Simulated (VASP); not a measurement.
# Zn2Sb3 (R-3c) in VASP: notebook

Zn2Sb3 is run at these levels: PBE; tasks: single point, relaxation of cell and atoms.

Everything below comes from runs of VASP 6.6.1. Logs are shortened: lines on timing, memory, paths and dates and some standing lists are left out, and cuts for length are marked.

**1. The cell of the first run**

It takes space group R-3c (No. 167, trigonal). The conventional cell has a = 6.609 Å, b = 6.609 Å, c = 18.044 Å, α = 90.00°, β = 90.00°, γ = 120.00°. Zn (site symmetry 3) has 6 Sb at 2.58 to 2.74 Å within 3.4 Å. Within 3.8 Å of Sb (site symmetry 2) lie 4 Zn at 2.58 to 2.74 Å and 8 Sb at 3.51 to 3.78 Å.

**2. Single point, PBE**

The input, INCAR:

```
ALGO = Normal ; EDIFF = 1E-6
ENCUT = 520 ; GGA = PE
ISIF = 2 ; ISMEAR = 0
LASPH = T ; LCHARG = T
LELF = T ; LREAL = F
LVHAR = T ; LWAVE = F
NBANDS = 50 ; NELM = 60
PREC = Accurate ; SIGMA = 0.1
```

The input, KPOINTS:

```
k-points
0
Gamma
  3 3 3
```

The input, POSCAR:

```
Zn2Sb3
1.0
    3.3045618621      1.9078896806      6.0147988371
   -3.3045618621      1.9078896806      6.0147988371
    0.0000000000     -3.8157793614      6.0147988371
Zn Sb
4 6
Direct
    0.8521800000      0.8521800000      0.8521800000
    0.6478200000      0.6478200000      0.6478200000
    0.1478200000      0.1478200000      0.1478200000
    0.3521800000      0.3521800000      0.3521800000
    0.0562500000      0.4437500000      0.7500000000
    0.7500000000      0.0562500000      0.4437500000
    0.4437500000      0.7500000000      0.0562500000
    0.9437500000      0.5562500000      0.2500000000
    0.2500000000      0.9437500000      0.5562500000
    0.5562500000      0.2500000000      0.9437500000
```

Potentials or basis: VASP PAW PBE potentials, release 64 (Zn, Sb).

The run is started by

```
$ cat potpaw_PBE.64/Zn/POTCAR potpaw_PBE.64/Sb/POTCAR > POTCAR
$ mpirun -np 1 vasp_std > vasp.out
```

OUTCAR:

```text
EDIFF = 1E-6
   ENCUT = 520
   GGA = PE
   ISIF = 2
   ISMEAR = 0
   LASPH = T
   LREAL = F
   NELM = 60
   PREC = Accurate

 ion  position               nearest neighbor table
   1  0.852  0.852  0.852-  10 2.58   9 2.58   8 2.58   5 2.74   7 2.74   6 2.74
   2  0.648  0.648  0.648-   9 2.58  10 2.58   8 2.58   5 2.74   6 2.74   7 2.74
   3  0.148  0.148  0.148-   7 2.58   6 2.58   5 2.58   8 2.74  10 2.74   9 2.74
   4  0.352  0.352  0.352-   6 2.58   7 2.58   5 2.58   8 2.74   9 2.74  10 2.74
   5  0.056  0.444  0.750-   3 2.58   4 2.58   1 2.74   2 2.74   6 3.51   7 3.51   8 3.64   8 3.64
                             9 3.78  10 3.78  10 3.78   9 3.78
   6  0.750  0.056  0.444-   4 2.58   3 2.58   2 2.74   1 2.74   5 3.51   7 3.51   9 3.64   9 3.64
                             8 3.78   8 3.78  10 3.78  10 3.78
   7  0.444  0.750  0.056-   3 2.58   4 2.58   1 2.74   2 2.74   5 3.51   6 3.51  10 3.64  10 3.64
                             8 3.78   8 3.78   9 3.78   9 3.78
   8  0.944  0.556  0.250-   1 2.58   2 2.58   3 2.74   4 2.74  10 3.51   9 3.51   5 3.64   5 3.64
                             6 3.78   7 3.78   6 3.78   7 3.78
   9  0.250  0.944  0.556-   2 2.58   1 2.58   4 2.74   3 2.74   8 3.51  10 3.51   6 3.64   6 3.64
                             5 3.78   5 3.78   7 3.78   7 3.78
  10  0.556  0.250  0.944-   1 2.58   2 2.58   3 2.74   4 2.74   8 3.51   9 3.51   7 3.64   7 3.64
                             5 3.78   5 3.78   6 3.78   6 3.78

  LATTYP: Found a trigonal (rhomboedric) cell.
 ALAT       =     7.1230595382
 COS(alpha) =     0.5695481095

  Lattice vectors:

 A1 = (   3.3045618621,   1.9078896806,   6.0147988371)
 A2 = (  -3.3045618621,   1.9078896806,   6.0147988371)
 A3 = (   0.0000000000,  -3.8157793614,   6.0147988371)

Analysis of symmetry for initial positions (statically):
=====================================================================
 Subroutine PRICEL returns:
 Original cell was already a primitive cell.

 Routine SETGRP: Setting up the symmetry group for a
 trigonal (rhombohedral) supercell.

 Subroutine GETGRP returns: Found 12 space group operations
 (whereof  6 operations were pure point group operations)
 out of a pool of 12 trial point group operations.

The static configuration has the point symmetry S_6 .
 The point group associated with its full space group is D_3d.

Analysis of symmetry for dynamics (positions and initial velocities):
=====================================================================
 Subroutine PRICEL returns:
 Original cell was already a primitive cell.

 Routine SETGRP: Setting up the symmetry group for a
 trigonal (rhombohedral) supercell.

[... 114 lines left out ...]
   NUPDOWN=      -1.0000    fix difference up-down
   EMIN   =  10.00;   EMAX   =-10.00  energy-range for DOS
   EFERMI =   0.00;   METHOD = LEGACY
   ISMEAR =     0;   SIGMA  =   0.10  broadening in eV -4-tet -1-fermi 0-gaus
   EFERMI_NEDOS =   21; number of points for ismear=-14 and -15
   IALGO  =     38    algorithm
   IMIX   =      4    mixing-type and parameters
     AMIX     =   0.40;   BMIX     =  1.00
     AMIX_MAG =   1.60;   BMIX_MAG =  1.00
  volume/ion in A,a.u.               =      22.75       153.55
  Fermi-wavevector in a.u.,A,eV,Ry     =   1.145759  2.165170 17.861228  1.312763
  Thomas-Fermi vector in A             =   2.282446
   LORBIT       =      0    0 simple, 1 ext, 2 COOP (PROOUT), +10 PAW based schemes
   GGA     = PE    functional components
   LHFCALC =     F    Hartree Fock is set to
   AEXX    =    0.0000 exact exchange contribution
   IVDW    =     0    specifies the selected vdW correction
   LEPSILON=     F    determine dielectric tensor
   LRPA    =     F    only Hartree local field effects (RPA)
 non-spin polarized calculation
 Gauss-broadening in eV      SIGMA  =   0.10
  energy-cutoff  :      520.00
  volume of cell :      227.53
 maximum number of plane-waves:      6166
 NGX is ok and might be reduce to    54
   NGX = 27   NGY = 27   NGZ = 27

 number of electron      77.9999997 magnetization

 Free energy of the ion-electron system (eV)
  ---------------------------------------------------
  ext. energy  EPLUGINS =         0.00000000
  ---------------------------------------------------
  free energy    TOTEN  =       -26.16694288 eV

  energy without entropy =      -26.14514049  energy(sigma->0) =      -26.15604168

 E-fermi :   6.7704     XC(G=0): -10.3103

 val. band max:        6.7017442884   @ k =  -0.3333   0.3333   0.0000
 cond. band min:       6.8270503373   @ k =  -0.3333   0.3333   0.3333
 fundamental gap:      0.1253060489
 Fermi energy:         6.7704191092

 k-point     1 :       0.0000    0.0000    0.0000
  band No.  band energies     occupation
      1      -5.8801      2.00000
      2      -3.1258      2.00000
      3      -2.9130      2.00000
      4      -2.9130      2.00000
      5      -2.8993      2.00000
      6      -2.8993      2.00000
[... 307 lines left out ...]
     49      11.5637      0.00000
     50      11.8835      0.00000

------------------------ aborting loop because EDIFF is reached ----------------------------------------

  FORCE on cell =-STRESS in cart. coord.  units (eV):
  Direction    XX          YY          ZZ          XY          YZ          ZX
  --------------------------------------------------------------------------------------
  -------------------------------------------------------------------------------------
  Total       15.6316396     15.6316396      8.1552066      0.0000000     -0.0000000      0.0000000
  in kB      110.0716842    110.0716842     57.4256670      0.0000000     -0.0000000      0.0000000
  external PRESSURE =      92.5230118 kB  Pullay stress =       0.0000000 kB

 VOLUME and BASIS-vectors are now :
 -----------------------------------------------------------------------------
  energy-cutoff  :      520.00
  volume of cell :      227.53
      direct lattice vectors                 reciprocal lattice vectors
     3.304561862  1.907889681  6.014798837     0.151305989  0.087356553  0.055418866
    -3.304561862  1.907889681  6.014798837    -0.151305989  0.087356553  0.055418866
     0.000000000 -3.815779361  6.014798837     0.000000000 -0.174713107  0.055418866

 POSITION                                       TOTAL-FORCE (eV/Angst)
 -----------------------------------------------------------------------------------
      0.00000     -0.00000     15.37707        -0.000000      0.000000     -0.133252
      0.00000     -0.00000     11.68952        -0.000000     -0.000000      0.133252
      0.00000     -0.00000      2.66732        -0.000000     -0.000000      0.133252
      0.00000     -0.00000      6.35488        -0.000000      0.000000     -0.133252
     -1.28052     -1.90789      7.51850        -0.305566     -0.000000     -0.000000
      2.29254     -0.15502      7.51850         0.152783     -0.264628     -0.000000
     -1.01202      2.06291      7.51850         0.152783      0.264628     -0.000000
      1.28052      1.90789     10.52590         0.305566     -0.000000     -0.000000
     -2.29254      0.15502     10.52590        -0.152783      0.264628     -0.000000
      1.01202     -2.06291     10.52590        -0.152783     -0.264628     -0.000000
 -----------------------------------------------------------------------------------
    total drift:                                0.000000     -0.000000      0.000000

  FREE ENERGIE OF THE ION-ELECTRON SYSTEM (eV)
  ---------------------------------------------------
  free  energy   TOTEN  =       -26.1669428804 eV

  energy  without entropy=      -26.1451404852  energy(sigma->0) =      -26.15604168
```

Run time: 71 s. Hardware: 1 thread of AMD EPYC 9R45 (Zen 5), shared host; peak memory 0.38 GiB.

What came out:

- Free energy: -26.1669 eV
- Pressure: 9.3 GPa
- Largest force: 0.306 eV/Å
- Band gap on the k mesh: zero (bands 39 and 40 overlap by 0.87 eV)

Forces in eV/Å, atoms in the order of the input:
```
Zn   0.000  0.000 -0.133
Zn   0.000  0.000  0.133
Zn   0.000  0.000  0.133
Zn   0.000  0.000 -0.133
Sb  -0.306  0.000  0.000
Sb   0.153 -0.265  0.000
Sb   0.153  0.265  0.000
Sb   0.306  0.000  0.000
Sb  -0.153  0.265  0.000
Sb  -0.153 -0.265  0.000
```

Levels at points of the mesh, in eV from the Fermi level:
| k point | band 34 | band 35 | band 36 | band 37 | band 38 | band 39 | band 40 | band 41 | band 42 | band 43 |
| --- | --- | --- | --- | --- | --- | --- | --- | --- | --- | --- |
| (0.00, 0.00, 0.00) | -3.68 | -3.57 | 0.16 | 0.16 | 0.38 | 0.38 | 0.55 | 1.41 | 1.41 | 1.54 |

Caveat: the k points lie up to 0.38 Å⁻¹ apart, too coarse for converged energies and pressures of a metal; spin-orbit coupling is left out, which moves the levels of the heavy elements.

**3. Single point, PBE**

This run uses another cell than the first one, of 25.57 Å³/atom.

The input, INCAR:

```
SYSTEM = Zn2Sb3
PREC = Accurate
ENCUT = 520
EDIFF = 1E-6
ISMEAR = 0
SIGMA = 0.1
LREAL = .FALSE.
LASPH = .TRUE.
NELM = 80
ALGO = Normal
ISIF = 2
LWAVE = .FALSE.
LCHARG = .TRUE.
GGA = PE
LELF = .TRUE.
LVHAR = .TRUE.
NBANDS = 50
```

The input, KPOINTS:

```
Automatic mesh
0
G
  3 3 3
  0 0 0
```

The input, POSCAR:

```
Zn2Sb3
1.0
    3.5580597131      2.0542467331      5.8305719384
   -3.5580597131      2.0542467331      5.8305719384
    0.0000000000     -4.1084934664      5.8305719384
Zn Sb
4 6
Direct
    0.8718071858      0.8718071858      0.8718071858
    0.6281928142      0.6281928142      0.6281928142
    0.1281928142      0.1281928142      0.1281928142
    0.3718071858      0.3718071858      0.3718071858
    0.0245084283      0.4754915717      0.7500000000
    0.7500000000      0.0245084283      0.4754915717
    0.4754915717      0.7500000000      0.0245084283
    0.9754915717      0.5245084283      0.2500000000
    0.2500000000      0.9754915717      0.5245084283
    0.5245084283      0.2500000000      0.9754915717
```

Potentials or basis: VASP PAW PBE potentials, release 64 (Zn, Sb).

The run is started by

```
$ cat potpaw_PBE.64/Zn/POTCAR potpaw_PBE.64/Sb/POTCAR > POTCAR
$ mpirun -np 1 vasp_std > vasp.out
```

It took 67 s on 1 thread of AMD EPYC 9R45 (Zen 5), shared host; peak memory 0.38 GiB.

It converged, with:

```
Free energy            : -27.4847 eV
Pressure               : -0.1 GPa
Largest force          : 0.014 eV/Å
Band gap on the k mesh : zero (bands 39 and 40 overlap by 0.91 eV)
```

Forces in eV/Å, atoms in the order of the input:
```
Zn   0.000  0.000  0.014
Zn   0.000  0.000 -0.014
Zn   0.000  0.000 -0.014
Zn   0.000  0.000  0.014
Sb   0.004  0.000  0.000
Sb  -0.002  0.003  0.000
Sb  -0.002 -0.003  0.000
Sb  -0.004  0.000  0.000
Sb   0.002 -0.003  0.000
Sb   0.002  0.003  0.000
```

Stress tensor (GPa, compression positive):
```
-0.03  0.00  0.00
 0.00 -0.03  0.00
 0.00  0.00 -0.37
```

Levels at points of the mesh, in eV from the Fermi level:
```
           k point  band 34  band 35  band 36  band 37  band 38  band 39  band 40  band 41  band 42  band 43
(0.00, 0.00, 0.00)    -3.46    -2.96     0.48     0.48     0.57     0.57     0.98     1.20     1.20     1.39
```

Caveat: the k points lie up to 0.36 Å⁻¹ apart, too coarse for converged energies and pressures of a metal; spin-orbit coupling is left out, which moves the levels of the heavy elements.

[end of part 1 of 2]

The gap in the log of VASP goes by the Fermi energy; the results here count the filled bands.